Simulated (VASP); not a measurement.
# ZnS (Pmn2_1) in VASP: notebook

ZnS is run at these levels: r2SCAN; tasks: single point.

Everything below comes from runs of VASP 6.6.1. Logs are shortened: lines on timing, memory, paths and dates and some standing lists are left out, and cuts for length are marked.

**1. The cell of the first run**

The structure is orthorhombic, space group Pmn2_1 (No. 31). The conventional cell has a = 3.825 Å, b = 3.825 Å, c = 5.409 Å, α = 90.00°, β = 90.00°, γ = 90.00°. Zn (site symmetry m) has 4 S at 2.28 to 2.40 Å within 3.0 Å. S (site symmetry m) has 4 Zn at 2.28 to 2.40 Å within 3.0 Å.

**2. Single point, r2SCAN (atoms displaced along a vibrational mode)**

Contents of POSCAR:

```
ZnS
1.0
    0.0000000000     -2.7046500000     -2.7046500000
    0.0000000000      2.7046500000     -2.7046500000
    5.4093000000      0.0000000000      0.0000000000
Zn S
2 2
Direct
    0.5490202139      0.5000000000      0.5000000000
   -0.0490202139      0.0000000000      0.0000000000
    0.0298327456      0.5000000000      0.2500000000
    0.4701672544      0.0000000000      0.7500000000
```

Contents of INCAR.step1:

```
SYSTEM = ZnS
  ALGO = Normal
  EDIFF = 1E-4
  ENCUT = 520
  GGA = PE
  ISMEAR = 0
  LASPH = .True.
  LCHARG = .False.
  LREAL = .False.
  LWAVE = .True.
  NBANDS = 26
  NELM = 60
  PREC = Accurate
  SIGMA = 0.05
```

Contents of INCAR.step2:

```
SYSTEM = ZnS
  ALGO = Normal
  EDIFF = 1E-7
  ENCUT = 520
  ISIF = 2
  ISMEAR = 0
  ISTART = 1
  LASPH = .True.
  LCHARG = .True.
  LELF = .True.
  LMIXTAU = .True.
  LREAL = .False.
  LVHAR = .True.
  LWAVE = .False.
  METAGGA = R2SCAN
  NBANDS = 26
  NELM = 60
  PREC = Accurate
  SIGMA = 0.05
```

Contents of KPOINTS:

```
k-points
0
Gamma
  6 6 4
  0 0 0
```

Potentials or basis: VASP PAW PBE potentials, release 64 (Zn, S).

Command:

```
cat potpaw_PBE.64/Zn/POTCAR potpaw_PBE.64/S/POTCAR > POTCAR
cp INCAR.step1 INCAR
mpirun -np 1 vasp_std > vasp.out
cp INCAR.step2 INCAR
mpirun -np 1 vasp_std > vasp.out
```

OUTCAR:

```text
SYSTEM = ZnS
   EDIFF = 1E-7
   ENCUT = 520
   ISIF = 2
   ISMEAR = 0
   ISTART = 1
   LASPH = .True.
   LREAL = .False.
   METAGGA = R2SCAN
   NELM = 60
   PREC = Accurate

 ion  position               nearest neighbor table
   1  0.549  0.500  0.500-   3 2.28   4 2.36   4 2.36   3 2.40
   2  0.951  0.000  0.000-   4 2.28   3 2.36   3 2.36   4 2.40
   3  0.030  0.500  0.250-   1 2.28   2 2.36   2 2.36   1 2.40
   4  0.470  0.000  0.750-   2 2.28   1 2.36   1 2.36   2 2.40

  LATTYP: Found a simple tetragonal cell.
 ALAT       =     3.8249527115
 C/A-ratio  =     1.4142135624

  Lattice vectors:

 A1 = (   0.0000000000,  -2.7046500000,  -2.7046500000)
 A2 = (   0.0000000000,   2.7046500000,  -2.7046500000)
 A3 = (   5.4093000000,   0.0000000000,   0.0000000000)

Analysis of symmetry for initial positions (statically):
=====================================================================
 Subroutine PRICEL returns:
 Original cell was already a primitive cell.

 Routine SETGRP: Setting up the symmetry group for a
 simple tetragonal supercell.

 Subroutine GETGRP returns: Found  4 space group operations
 (whereof  2 operations were pure point group operations)
 out of a pool of 16 trial point group operations.

The static configuration has the point symmetry C_1h.
 The point group associated with its full space group is C_2v.

Analysis of symmetry for dynamics (positions and initial velocities):
=====================================================================
 Subroutine PRICEL returns:
 Original cell was already a primitive cell.

 Routine SETGRP: Setting up the symmetry group for a
 simple tetragonal supercell.

 Subroutine GETGRP returns: Found  4 space group operations
 (whereof  2 operations were pure point group operations)
 out of a pool of 16 trial point group operations.

The dynamic configuration has the point symmetry C_1h.
 The point group associated with its full space group is C_2v.

 Subroutine INISYM returns: Found  4 space group operations
 (whereof  2 operations are pure point group operations),
 and found     1 'primitive' translations

----------------------------------------------------------------------------------------

                                     Primitive cell

  volume of cell :      79.1395

  direct lattice vectors                    reciprocal lattice vectors
     0.000000000 -2.704650000 -2.704650000     0.000000000 -0.184866803 -0.184866803
     0.000000000  2.704650000 -2.704650000     0.000000000  0.184866803 -0.184866803
     5.409300000  0.000000000  0.000000000     0.184866803  0.000000000  0.000000000

  length of vectors
     3.824952711  3.824952711  5.409300000     0.261441141  0.261441141  0.184866803

  position of ions in fractional coordinates (direct lattice)
     0.549020214  0.500000000  0.500000000
     0.950979786  0.000000000  0.000000000
     0.029832746  0.500000000  0.250000000
     0.470167254  0.000000000  0.750000000

  ion indices of the primitive-cell ions
   primitive index   ion index
                 1           1
                 2           2
                 3           3
                 4           4

----------------------------------------------------------------------------------------

 KPOINTS: k-points

Automatic generation of k-mesh.
 Grid dimensions read from file:
 generate k-points for:    6    6    4

 Generating k-lattice:

  Cartesian coordinates                     Fractional coordinates (reciprocal lattice)
     0.000000000 -0.030811134 -0.030811134     0.166666667  0.000000000  0.000000000
     0.000000000  0.030811134 -0.030811134     0.000000000  0.166666667  0.000000000
     0.046216701  0.000000000  0.000000000     0.000000000  0.000000000  0.250000000

  Length of vectors
     0.043573523  0.043573523  0.046216701

  Shift w.r.t. Gamma in fractional coordinates (k-lattice)
     0.000000000  0.000000000  0.000000000

 Subroutine IBZKPT returns following result:
 ===========================================

 Found     48 irreducible k-points:

 Following reciprocal coordinates:
            Coordinates               Weight
  0.000000  0.000000  0.000000      1.000000
  0.166667  0.000000  0.000000      2.000000
  0.000000  0.166667  0.000000      2.000000
  0.333333  0.000000  0.000000      2.000000
  0.000000  0.333333  0.000000      2.000000
  0.500000  0.000000  0.000000      1.000000
[... 16 lines left out ...]
  0.000000  0.500000  0.250000      2.000000
  0.166667  0.166667  0.250000      8.000000
 [... further k-points ...]
   k-points           NKPTS =     48   k-points in BZ     NKDIM =     48   number of bands    NBANDS=     26
   number of dos      NEDOS =    301   number of ions     NIONS =      4
   total plane-waves  NPLWV =  31360
   dimension x,y,z NGX =    28 NGY =   28 NGZ =   40
   dimension x,y,z NGXF=    56 NGYF=   56 NGZF=   80
   ions per type =               2   2
   NGX,Y,Z   is equivalent  to a cutoff of  12.17, 12.17, 12.29 a.u.
   NGXF,Y,Z  is equivalent  to a cutoff of  24.34, 24.34, 24.59 a.u.
 SYSTEM =  ZnS
   PREC   = accura    normal or accurate (medium, high low for compatibility)
   ISTART =      1    job   : 0-new  1-cont  2-samecut
   ICHARG =      0    charge: 1-file 2-atom 10-const
   ISPIN  =      1    spin polarized calculation?
   LNONCOLLINEAR =      F non collinear calculations
   LSORBIT =      F    spin-orbit coupling
   LASPH  =      T    aspherical Exc in radial PAW
   ENCUT  =  520.0 eV  38.22 Ry    6.18 a.u.   7.11  7.11 10.06*2*pi/ulx,y,z
   NELM   =     60;   NELMIN=  2; NELMDL=  0     # of ELM steps
   EDIFF  = 0.1E-06   stopping-criterion for ELM
   LREAL  =      F    real-space projection
   EDIFFG = 0.1E-05   stopping-criterion for IOM
   NSW    =      0    number of steps for IOM
   IBRION =     -1    ionic relax: 0-MD 1-quasi-New 2-CG
   NFREE  =      0    steps in history (QN), initial steepest desc. (CG)
   ISIF   =      2    stress and relaxation
   ISYM   =      2    0-nonsym 1-usesym 2-fastsym
   POTIM  = 0.5000    time-step for ionic-motion
   TEBEG  =    0.0;   TEEND  =   0.0 temperature during run
   PSTRESS=    0.0 pullay stress
   NELECT =      36.0000    total number of electrons
   NUPDOWN=      -1.0000    fix difference up-down
   EMIN   =  10.00;   EMAX   =-10.00  energy-range for DOS
   EFERMI =   0.00;   METHOD = LEGACY
   ISMEAR =     0;   SIGMA  =   0.05  broadening in eV -4-tet -1-fermi 0-gaus
   EFERMI_NEDOS =   21; number of points for ismear=-14 and -15
   IALGO  =     38    algorithm
   IMIX   =      4    mixing-type and parameters
     AMIX     =   0.40;   BMIX     =  1.00
     AMIX_MAG =   1.60;   BMIX_MAG =  1.00
  volume/ion in A,a.u.               =      19.78       133.51
  Fermi-wavevector in a.u.,A,eV,Ry     =   1.259055  2.379268 21.568210  1.585219
  Thomas-Fermi vector in A             =   2.392634
   LORBIT       =      0    0 simple, 1 ext, 2 COOP (PROOUT), +10 PAW based schemes
   METAGGA = R2SCAN    functional components
   LHFCALC =     F    Hartree Fock is set to
   AEXX    =    0.0000 exact exchange contribution
   IVDW    =     0    specifies the selected vdW correction
   LEPSILON=     F    determine dielectric tensor
   LRPA    =     F    only Hartree local field effects (RPA)
 non-spin polarized calculation
 Gauss-broadening in eV      SIGMA  =   0.05
  energy-cutoff  :      520.00
  volume of cell :       79.14
 maximum number of plane-waves:      2180
   NGX = 15   NGY = 15   NGZ = 21

 number of electron      35.9999992 magnetization

 Free energy of the ion-electron system (eV)
  ---------------------------------------------------
  ext. energy  EPLUGINS =         0.00000000
  ---------------------------------------------------
  free energy    TOTEN  =       -37.63829285 eV

  energy without entropy =      -37.63829285  energy(sigma->0) =      -37.63829285

 E-fermi :   2.0525     XC(G=0): -10.2782

 val. band max:        1.8497684295   @ k =   0.0000   0.0000   0.0000
 cond. band min:       4.4185470807   @ k =   0.0000   0.0000   0.0000
 fundamental gap:      2.5687786512
 Fermi energy:         2.0525069081

 k-point     1 :       0.0000    0.0000    0.0000
  band No.  band energies     occupation
      1     -11.8291      2.00000
      2     -10.5511      2.00000
      3      -4.7352      2.00000
      4      -4.6755      2.00000
      5      -4.6717      2.00000
      6      -4.6221      2.00000
[... 18 lines left out ...]
     25      13.4334      0.00000
     26      13.5856      0.00000

 k-point     2 :       0.1667    0.0000    0.0000
  band No.  band energies     occupation
      1     -11.6876      2.00000
      2     -10.5543      2.00000
      3      -4.7005      2.00000
      4      -4.6593      2.00000
      5      -4.6385      2.00000
      6      -4.5978      2.00000
[... 18 lines left out ...]
     25      12.4276      0.00000
     26      12.5016      0.00000

 k-point     3 :       0.0000    0.1667    0.0000
  band No.  band energies     occupation
      1     -11.6888      2.00000
      2     -10.5570      2.00000
      3      -4.6874      2.00000
      4      -4.6757      2.00000
      5      -4.6399      2.00000
      6      -4.5937      2.00000
[... 18 lines left out ...]
     25      12.4887      0.00000
     26      12.7297      0.00000

 k-point     4 :       0.3333    0.0000    0.0000
  band No.  band energies     occupation
      1     -11.3231      2.00000
      2     -10.6308      2.00000
      3      -4.6315      2.00000
      4      -4.6247      2.00000
      5      -4.5765      2.00000
      6      -4.5432      2.00000
[... 18 lines left out ...]
     25      11.2083      0.00000
     26      11.2441      0.00000

 k-point     5 :       0.0000    0.3333    0.0000
  band No.  band energies     occupation
      1     -11.3261      2.00000
      2     -10.6406      2.00000
      3      -4.6249      2.00000
      4      -4.6132      2.00000
      5      -4.5787      2.00000
      6      -4.5522      2.00000
[... 18 lines left out ...]
     25      11.0839      0.00000
     26      11.4506      0.00000

 k-point     6 :       0.5000    0.0000    0.0000
  band No.  band energies     occupation
      1     -10.9543      2.00000
      2     -10.8498      2.00000
      3      -4.6057      2.00000
      4      -4.5514      2.00000
      5      -4.5218      2.00000
      6      -4.4424      2.00000
[... 427 lines left out ...]
 k-point    21 :       0.0000    0.3333    0.2500
  band No.  band energies     occupation
      1     -11.2258      2.00000
      2     -10.7394      2.00000
      3      -4.6125      2.00000
      4      -4.6014      2.00000
      5      -4.5538      2.00000
      6      -4.5428      2.00000
[... 18 lines left out ...]
     25      10.7667      0.00000
     26      10.9062      0.00000

 k-point    22 :       0.5000    0.0000    0.2500
  band No.  band energies     occupation
      1     -10.9266      2.00000
      2     -10.8520      2.00000
      3      -4.5950      2.00000
      4      -4.5576      2.00000
      5      -4.5297      2.00000
      6      -4.4558      2.00000
[... 18 lines left out ...]
     25      10.6448      0.00000
     26      11.0664      0.00000

 k-point    23 :       0.0000    0.5000    0.2500
  band No.  band energies     occupation
      1     -10.8977      2.00000
      2     -10.8977      2.00000
      3      -4.5762      2.00000
      4      -4.5762      2.00000
      5      -4.5418      2.00000
      6      -4.5418      2.00000
[... 18 lines left out ...]
     25      11.0346      0.00000
     26      11.0346      0.00000

 k-point    24 :       0.1667    0.1667    0.2500
  band No.  band energies     occupation
      1     -11.4196      2.00000
      2     -10.7109      2.00000
      3      -4.6633      2.00000
      4      -4.6122      2.00000
      5      -4.6007      2.00000
      6      -4.5473      2.00000
[... 18 lines left out ...]
     25       9.8581      0.00000
     26      12.1186      0.00000

 [... further k-points ...]

------------------------ aborting loop because EDIFF is reached ----------------------------------------

  FORCE on cell =-STRESS in cart. coord.  units (eV):
  Direction    XX          YY          ZZ          XY          YZ          ZX
  --------------------------------------------------------------------------------------
  -------------------------------------------------------------------------------------
  Total       -0.4036329     -0.5793710     -0.5793710      0.0000000      0.2184928      0.0000000
  in kB       -8.1715401    -11.7293555    -11.7293555      0.0000000      4.4233823      0.0000000
  external PRESSURE =     -10.5434170 kB  Pullay stress =       0.0000000 kB

 VOLUME and BASIS-vectors are now :
 -----------------------------------------------------------------------------
  energy-cutoff  :      520.00
  volume of cell :       79.14
      direct lattice vectors                 reciprocal lattice vectors
     0.000000000 -2.704650000 -2.704650000     0.000000000 -0.184866803 -0.184866803
     0.000000000  2.704650000 -2.704650000     0.000000000  0.184866803 -0.184866803
     5.409300000  0.000000000  0.000000000     0.184866803  0.000000000  0.000000000

 POSITION                                       TOTAL-FORCE (eV/Angst)
 -----------------------------------------------------------------------------------
      2.70465     -0.13258     -2.83723         0.142902      0.295575      0.295575
      0.00000     -2.57207     -2.57207         0.142902     -0.295575     -0.295575
      1.35232      1.27164     -1.43301        -0.142902      0.094681      0.094681
      4.05697     -1.27164     -1.27164        -0.142902     -0.094681     -0.094681
 -----------------------------------------------------------------------------------
    total drift:                               -0.012773     -0.000000     -0.000000

  FREE ENERGIE OF THE ION-ELECTRON SYSTEM (eV)
  ---------------------------------------------------
  free  energy   TOTEN  =       -37.6382928492 eV

  energy  without entropy=      -37.6382928492  energy(sigma->0) =      -37.63829285
```

Run time: 2.1 min. Hardware: 1 thread of Intel Xeon 6975P-C (Granite Rapids), shared host; peak memory 0.23 GiB.

What came out:

* Free energy: -37.6383 eV
* Pressure: -1.1 GPa
* Largest force: 0.442 eV/Å
* Band gap on the k mesh: 2.57 eV

Forces on the atoms (eV/Å):
```
Zn   0.143  0.296  0.296
Zn   0.143 -0.296 -0.296
S   -0.143  0.095  0.095
S   -0.143 -0.095 -0.095
```

Levels at points of the mesh, in eV from the valence-band top:
| k point | band 15 | band 16 | band 17 | band 18 | band 19 | band 20 | band 21 | band 22 |
| --- | --- | --- | --- | --- | --- | --- | --- | --- |
| (0.00, 0.00, 0.00) | -2.26 | -0.16 | -0.05 | 0.00 | 2.57 | 3.59 | 4.49 | 6.89 |
| (0.50, 0.00, 0.00) | -2.77 | -2.43 | -1.01 | -0.84 | 5.14 | 5.41 | 6.95 | 7.09 |
| (0.00, 0.50, 0.00) | -2.57 | -2.57 | -0.99 | -0.99 | 5.29 | 5.29 | 7.00 | 7.00 |
| (0.50, 0.50, 0.00) | -2.35 | -2.35 | -2.20 | -2.20 | 3.60 | 3.60 | 4.38 | 4.38 |
| (0.00, 0.00, 0.50) | -1.29 | -1.29 | -1.27 | -1.27 | 4.79 | 4.79 | 5.02 | 5.02 |
| (0.50, 0.00, 0.50) | -0.96 | -0.96 | -0.88 | -0.88 | 3.76 | 3.76 | 7.30 | 7.30 |
| (0.00, 0.50, 0.50) | -1.01 | -1.01 | -0.81 | -0.81 | 3.74 | 3.74 | 7.12 | 7.12 |
| (0.50, 0.50, 0.50) | -2.85 | -2.85 | -2.79 | -2.79 | 5.58 | 5.58 | 6.87 | 6.87 |

Caveat: the cell differs from its parent crystal (atoms displaced along a vibrational mode); the PAW data sets were made with another functional, which shifts forces and pressure a little.

**3. Single point, r2SCAN (atoms displaced along a vibrational mode)**

Contents of POSCAR:

```
ZnS
1.0
    0.0000000000     -2.7046500000     -2.7046500000
    0.0000000000      2.7046500000     -2.7046500000
    5.4093000000      0.0000000000      0.0000000000
Zn S
2 2
Direct
    0.5294121283      0.5000000000      0.5000000000
   -0.0294121283      0.0000000000      0.0000000000
    0.0178996473      0.5000000000      0.2500000000
    0.4821003527      0.0000000000      0.7500000000
```

Contents of INCAR.step1:

```
PREC = Accurate ; ENCUT = 520
ISMEAR = 0 ; SIGMA = 0.05
LREAL = False ; LASPH = True
NELM = 80 ; NBANDS = 26
GGA = PE ; ALGO = Normal
EDIFF = 1E-4 ; LWAVE = True
LCHARG = False
```

Contents of INCAR.step2:

```
PREC = Accurate ; ENCUT = 520
EDIFF = 1E-6 ; ISMEAR = 0
SIGMA = 0.05 ; LREAL = False
LASPH = True ; NELM = 80
ALGO = Normal ; ISIF = 2
LWAVE = False ; LCHARG = False
METAGGA = R2SCAN ; LMIXTAU = True
NBANDS = 26 ; ISTART = 1
```

Contents of KPOINTS:

```
Automatic mesh
0
Gamma
  6 6 4
```

Potentials or basis: VASP PAW PBE potentials, release 64 (Zn, S).

Command:

```
cat potpaw_PBE.64/Zn/POTCAR potpaw_PBE.64/S/POTCAR > POTCAR
cp INCAR.step1 INCAR
mpirun -np 1 vasp_std > vasp.out
cp INCAR.step2 INCAR
mpirun -np 1 vasp_std > vasp.out
```

Run time: 1.8 min. Hardware: 1 thread of Intel Xeon 6975P-C (Granite Rapids), shared host; peak memory 0.23 GiB.

It converged, with:

- Free energy: -37.6974 eV
- Pressure: -0.9 GPa
- Largest force: 0.250 eV/Å
- Band gap on the k mesh: 2.63 eV

Forces on the atoms (eV/Å):
```
Zn   0.051  0.173  0.173
Zn   0.051 -0.173 -0.173
S   -0.051  0.053  0.053
S   -0.051 -0.053 -0.053
```

Stress tensor (GPa, compression positive):
```
-0.76  0.00  0.00
 0.00 -0.94  0.14
 0.00  0.14 -0.94
```

Levels at points of the mesh, in eV from the valence-band top:
| k point | band 14 | band 15 | band 16 | band 17 | band 18 | band 19 | band 20 | band 21 | band 22 | band 23 |
| --- | --- | --- | --- | --- | --- | --- | --- | --- | --- | --- |
| (0.00, 0.00, 0.00) | -2.28 | -2.27 | -0.06 | -0.02 | 0.00 | 2.63 | 3.68 | 4.49 | 6.90 | 6.91 |
| (0.50, 0.00, 0.00) | -3.87 | -2.67 | -2.46 | -0.98 | -0.87 | 5.26 | 5.41 | 7.04 | 7.13 | 7.61 |
| (0.00, 0.50, 0.00) | -3.99 | -2.55 | -2.55 | -0.95 | -0.95 | 5.34 | 5.34 | 7.08 | 7.08 | 7.76 |
| (0.50, 0.50, 0.00) | -4.62 | -2.31 | -2.31 | -2.23 | -2.23 | 3.69 | 3.69 | 4.44 | 4.44 | 11.70 |
| (0.00, 0.00, 0.50) | -2.58 | -1.27 | -1.27 | -1.26 | -1.26 | 4.88 | 4.88 | 5.03 | 5.03 | 8.98 |
| (0.50, 0.00, 0.50) | -5.38 | -0.91 | -0.91 | -0.88 | -0.88 | 3.79 | 3.79 | 7.36 | 7.36 | 7.40 |
| (0.00, 0.50, 0.50) | -5.36 | -0.95 | -0.95 | -0.84 | -0.84 | 3.78 | 3.78 | 7.28 | 7.28 | 7.41 |
| (0.50, 0.50, 0.50) | -4.60 | -2.80 | -2.80 | -2.79 | -2.79 | 5.84 | 5.84 | 6.73 | 6.73 | 8.42 |

Caveat: the cell differs from its parent crystal (atoms displaced along a vibrational mode); the PAW data sets were made with another functional, which shifts forces and pressure a little.
